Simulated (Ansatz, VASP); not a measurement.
LaZn: VASP beside Ansatz

Contents of INCAR:

```
ALGO = Normal
EDIFF = 1E-7
ENCUT = 520
ISIF = 2
ISMEAR = -1
LASPH = T
LCHARG = F
LREAL = F
LWAVE = F
NBANDS = 18
NELM = 100
PREC = Accurate
SIGMA = 0.08
```

Contents of KPOINTS:

```
k-points
0
Gamma
  10 10 10
```

File POSCAR:

```
LaZn
1.0
    3.6460354636      0.0000000000      0.0000000000
    0.0000000000      3.6460354636      0.0000000000
    0.0000000000      0.0000000000      3.6460354636
La Zn
1 1
Direct
    0.5000000000      0.5000000000      0.5000000000
    0.0000000000      0.0000000000      0.0000000000
```

Input for Ansatz:

```yaml
crystal:
  lattice:
    - [3.64603546365, 0.0, 0.0]
    - [0.0, 3.64603546365, 0.0]
    - [0.0, 0.0, 3.64603546365]
  atoms:
    - { symbol: La, position: [0.5, 0.5, 0.5] }
    - { symbol: Zn, position: [0.0, 0.0, 0.0] }
kpoints:
  mp_grid: { grid: [10, 10, 10] }
scf:
  occupations: { method: fermi_dirac, width: 0.08 }
hamiltonian:
  xc: lda
  pseudopotentials: { kind: paw }
output:
  forces: true
  stress: true
  eigenvalues: true
  eigenstates:
    nscf_kmesh: { grid: [16, 16, 16] }
    de_dk: true
    e_range: [-14, 14]
  optics:
    e_range: [0, 25]
    de: 0.2
    sigma: 0.2
    bands: { spectra_wanted_up_to: 25 }
    nscf_kmesh: { grid: [16, 16, 16] }
    drude_damping: 0.05
checkpoint:
  write: ck
  write_wavefunctions: false
```

Alike in both runs: task single point; functional LDA; k mesh 10 × 10 × 10; occupations fermi-dirac, width 0.08 eV; no spin polarisation.

|  | VASP | Ansatz |
| --- | --- | --- |
| version | VASP 6.6.1 | Ansatz 0.2.0 |
| potentials or method | VASP PAW LDA potentials, release 64 (La, Zn) | PAW with Ansatz's default frozen-core files, scalar-relativistic |
| plane-wave cutoff (eV) | 520 | 420 |
| valence electrons in the cell | 23 | 23 |

```tsv
	VASP	Ansatz	Ansatz less VASP
pressure (GPa)	0.1	0.0	-0.06
```

LDA's correlation is that of Perdew and Zunger in VASP and of Perdew and Wang (1992) in Ansatz. Ansatz's warnings: optics on partly filled bands.

Spin-orbit coupling is off throughout.
